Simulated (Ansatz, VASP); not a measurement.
Two plane-wave programs on AlAs3

```
Al As
1.0
     5.69042    0.00000    0.00000
     0.00000    3.77889    3.81892
     0.00000   -3.77889    3.81892
Al As
2 6
Direct
  0.22122 0.06641 0.56641
  0.77878 0.56641 0.06641
  0.71644 0.54459 0.55933
  0.28356 0.55933 0.54459
  0.76553 0.07986 0.57986
  0.71644 0.05933 0.04459
  0.23447 0.57986 0.07986
  0.28356 0.04459 0.05933
```

Change from the starting cell: the structure that the rattled cell fell into.

Alike in both runs: functional PBE; k mesh 8 × 8 × 8; occupations gaussian, width 0.1 eV; no spin polarisation.

Ansatz relaxed the structure, and its values are those at the end. VASP's run is a single point on that final structure, the one shown.

|  | VASP | Ansatz |
| --- | --- | --- |
| version | VASP 6.6.1 | Ansatz 0.2.0 |
| potentials or method | VASP PAW PBE potentials, release 64 (Al, As), cutoff 520 eV | scalar-relativistic, plane waves, PAW |
| valence electrons in the cell | 36 | 96 |

```csv
,VASP,Ansatz,Ansatz less VASP
gap on the k mesh at the Fermi level (eV),none,none,-
pressure (GPa),0.2,0.0,-0.22
rms of the force components (eV/Å),0.020,0.002,-0.0179
```

A gap of «none» marks a metal or a gap that the smearing closes. VASP's potentials hold 36 valence electrons a cell and Ansatz's 96, so a difference there can come from the potentials and not from the codes.
